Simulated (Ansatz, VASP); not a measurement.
## Two plane-wave programs on TiSn5

```xyz
6
Lattice="5.3007 0.0000 0.0000 0.0000 5.3007 0.0000 0.0000 0.0000 10.5215" Properties=species:S:1:pos:R:3 pbc="T T T"
Ti    2.6503    2.6503    0.0000
Sn    2.6503    0.0000    0.0000
Sn    0.0000    2.6503    0.0000
Sn    2.6503    2.6503    2.5743
Sn    2.6503    2.6503    7.9471
Sn    2.6503    2.6503    5.2607
```

Alike in both runs: functional PBE; k mesh 8 × 8 × 4; occupations gaussian, width 0.1 eV; no spin polarisation.

Ansatz relaxed the structure, and its values are those at the end. VASP's run is a single point on that final structure, the one shown.

```csv
,VASP,Ansatz
version,VASP 6.6.1,Ansatz 0.2.0
potentials or method,"VASP PAW PBE potentials, release 64 (Ti_sv, Sn_d), cutoff 520 eV","scalar-relativistic, plane waves, PAW"
valence electrons in the cell,82,82
```

```tsv
	VASP	Ansatz	Ansatz less VASP
gap on the k mesh at the Fermi level (eV)	none	none	-
pressure (GPa)	0.0	0.0	+0.05
```

A gap of «none» marks a metal or a gap that the smearing closes.
